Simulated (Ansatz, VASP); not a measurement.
**Li: VASP beside Ansatz**

```
Li
1.0
     0.00000    2.20200    2.20200
     2.20200    0.00000    2.20200
     2.20200    2.20200    0.00000
Li
1
Direct
  0.00000 0.00000 0.00000
```

Alike in both runs: task relaxation of cell and atoms; functional RPBE; k mesh 10 × 10 × 10; occupations fermi-dirac, width 0.05 eV; no spin polarisation.

|  | VASP | Ansatz |
| --- | --- | --- |
| version | VASP 6.6.1 | Ansatz 0.2.0 |
| potentials or method | VASP PAW PBE potentials, release 64 (Li_sv) | Ansatz PAW |
| plane-wave cutoff (eV) | 600 | 420 |
| valence electrons in the cell | 3 | 3 |

```csv
,VASP,Ansatz,Ansatz less VASP
"gap on the k mesh at the Fermi level, each at its own relaxed structure (eV)",none,none,-
relaxed volume (Å³/atom),20.89,21.04,+0.151
relaxed length of the cell vector where the two differ most in proportion (Å),3.091,3.099,+0.0074
```

VASP's potentials were made for PBE, not for RPBE. A gap of «none» marks a metal or a gap that the smearing closes.

Noted on VASP's run: the cutoff is under 1.25 times that of the potentials, so the pressure is a little rough. Noted on Ansatz's run: the potentials were made for another functional, which shifts forces and pressure; the plane-wave basis is chosen anew once the cell has moved, so the energies of steps on either side of that aren't comparable.
